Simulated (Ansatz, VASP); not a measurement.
# MgS in VASP and in Ansatz

```xyz
2
Lattice="0.0000 2.7884 2.7884 2.7884 0.0000 2.7884 2.7884 2.7884 0.0000" Properties=species:S:1:pos:R:3 pbc="T T T"
Mg    0.0000    0.0000    0.0000
S     1.3942    1.3942    1.3942
```

Change from the starting cell: hydrostatic strain -1.5%.

Alike in both runs: task single point; functional PBE; k mesh 8 × 8 × 8; occupations fermi-dirac, width 0.02 eV; no spin polarisation.

|  | VASP | Ansatz |
| --- | --- | --- |
| version | VASP 6.6.1 | Ansatz 0.2.0 |
| potentials or method | VASP PAW PBE potentials, release 64 (Mg, S) | plane waves, PAW |
| plane-wave cutoff (eV) | 520 | 420 |
| valence electrons in the cell | 8 | 16 |

|  | VASP | Ansatz | Ansatz less VASP |
| --- | --- | --- | --- |
| gap on the k mesh at the Fermi level (eV) | 3.69 | 3.70 | +0.007 |
| pressure (GPa) | 3.9 | 4.0 | +0.15 |

With one functional, cell and mesh, what is left measures potentials, basis and numerics. VASP's potentials hold 8 valence electrons a cell and Ansatz's 16, so a difference there can come from the potentials and not from the codes.
